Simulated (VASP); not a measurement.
Input of a VASP 6.6.1 run:

The input INCAR:

```
ALGO     = Normal         # electronic algorithm
EDIFF    = 1E-6           # SCF threshold, eV
ENCUT    = 600            # plane-wave cutoff, eV
GGA      = PS             # functional
GGA_COMPAT= False        
ISIF     = 2              # what is computed and relaxed
ISMEAR   = -1             # smearing method
LASPH    = True           # aspherical terms in the spheres
LCHARG   = True           # write CHGCAR
LELF     = True           # ELF
LREAL    = False          # projectors in reciprocal space
LVHAR    = True         
LWAVE    = False          # write WAVECAR
NBANDS   = 24             # bands
NELM     = 120            # most SCF steps
PREC     = Accurate       # precision mode
SIGMA    = 0.01           # smearing width, eV
```

KPOINTS

```
k-points
0
Gamma
  9 9 5
```

POSCAR

```
TaN
1.0
    2.9890010687      0.0000000000      0.0000000000
   -1.4945005344      2.5885508575      0.0000000000
    0.0000000000      0.0000000000      4.9400000000
Ta N
2 2
Direct
    0.3333333333      0.6666666667      0.0000000000
    0.6666666667      0.3333333333      0.5000000000
    0.3333333333      0.6666666667      0.3850000000
    0.6666666667      0.3333333333      0.8850000000
```

Potentials or basis: VASP PAW PBE potentials, release 64 (Ta_pv, N).

Command:

```bash
$ cat potpaw_PBE.64/Ta_pv/POTCAR potpaw_PBE.64/N/POTCAR > POTCAR
$ mpirun -np 1 vasp_std > vasp.out
```

(1) What does it give for the band gap on the k mesh?

(2) Predict the largest force.

(3) What does it give for the pressure?

Answers

(1) zero (band 16 reaches 10.66 eV, above the bottom of band 17 at 8.28 eV).

(2) 3.552 eV/Å.

(3) 162.2 GPa.

Caveat: the cell differs from its parent crystal (equal xx and yy strain of -2 %); the PAW data sets were made with another functional, which shifts forces and pressure a little; spin-orbit coupling is left out, which moves the levels of the heavy elements.
